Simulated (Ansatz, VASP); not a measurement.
# Two plane-wave programs on SiC

```
CELL_PARAMETERS angstrom
3.23113 0.00000 0.00000
-1.61556 2.79824 0.00000
0.00000 0.00000 5.07376
ATOMIC_POSITIONS crystal
Si 0.33333 0.66667 0.00456
Si 0.66667 0.33333 0.50456
C 0.33333 0.66667 0.38044
C 0.66667 0.33333 0.88044
```

Change from the starting cell: strain +0.0450 x Voigt [1, 1, 0, 0, 0, 0], atoms carried along.

Alike in both runs: task single point; functional PBE; k mesh 12 × 12 × 6; occupations gaussian, width 0.05 eV; no spin polarisation.

```csv
,VASP,Ansatz
version,VASP 6.6.1,Ansatz 0.2.0
potentials or method,"VASP PAW PBE potentials, release 64 (Si, C), cutoff 520 eV","scalar-relativistic, plane waves, PAW"
valence electrons in the cell,16,16
```

VASP gave:

| Property | Result |
| --- | --- |
| gap on the k mesh at the Fermi level (eV) | 2.30 |
| least direct gap on the mesh (eV) | 3.32 |
| pressure (GPa) | -15.4 |
| traceless stress, the component that is largest in VASP (GPa) | 13.22 |
| rms of the force components (eV/Å) | 0.162 |

Estimate Ansatz's values.

gap on the k mesh at the Fermi level (eV): 2.31; least direct gap on the mesh (eV): 3.32; pressure (GPa): -15.4; traceless stress, the component that is largest in VASP (GPa): 13.16; rms of the force components (eV/Å): 0.162.

Atom by atom the forces differ by 0.000 eV/Å (rms over components). The functional is the same, so the differences come from potentials, cutoffs and numerics.
